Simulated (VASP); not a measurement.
Write the native input for VASP 6.6.1 that does the following.

| Item | Value |
| --- | --- |
| Task | single point |
| Functional | LDA |
| Potentials or basis | VASP PAW LDA potentials, release 64 (In_d, Pd) |
| Cutoff | 500 eV |
| k mesh | 6 × 6 × 6, shifted |
| Occupations | fermi-dirac, width 0.15 eV |
| Spin | no spin polarisation |
| Dipole correction | no |
| Further INCAR settings | ALGO = Normal; EDIFF = 1e-06; NBANDS = 18 |

The structure of InPd lies in POSCAR:

```
InPd
1.0
    3.2718850000      0.0000000000      0.0000000000
    0.0000000000      3.2718850000      0.0000000000
    0.0000000000      0.0000000000      3.2718850000
In Pd
1 1
Direct
    0.0000000000      0.0000000000      0.0000000000
    0.5000000000      0.5000000000      0.5000000000
```

The input as run:

INCAR

```
SYSTEM = InPd
ALGO = Normal
EDIFF = 1E-6
ENCUT = 500
GGA_COMPAT = .FALSE.
ISIF = 2
ISMEAR = -1
LASPH = .TRUE.
LCHARG = .FALSE.
LREAL = .FALSE.
LWAVE = .FALSE.
NBANDS = 18
NELM = 120
PREC = Accurate
SIGMA = 0.15
```

KPOINTS

```
Automatic mesh
0
Gamma
  6 6 6
  0.5 0.5 0.5
```

Potentials or basis: VASP PAW LDA potentials, release 64 (In_d, Pd).

Launch:

```sh
$ cat potpaw_LDA.64/In_d/POTCAR potpaw_LDA.64/Pd/POTCAR > POTCAR
$ mpirun -np 1 vasp_std > vasp.out
```

Results of the run:

```json
{"Pressure": "-6.3 GPa"}
```

It took 5.9 s on 1 thread of Intel(R) Xeon(R) Platinum 8375C CPU @ 2.90GHz (Ice Lake), on a shared host, peak memory 0.12 GiB.
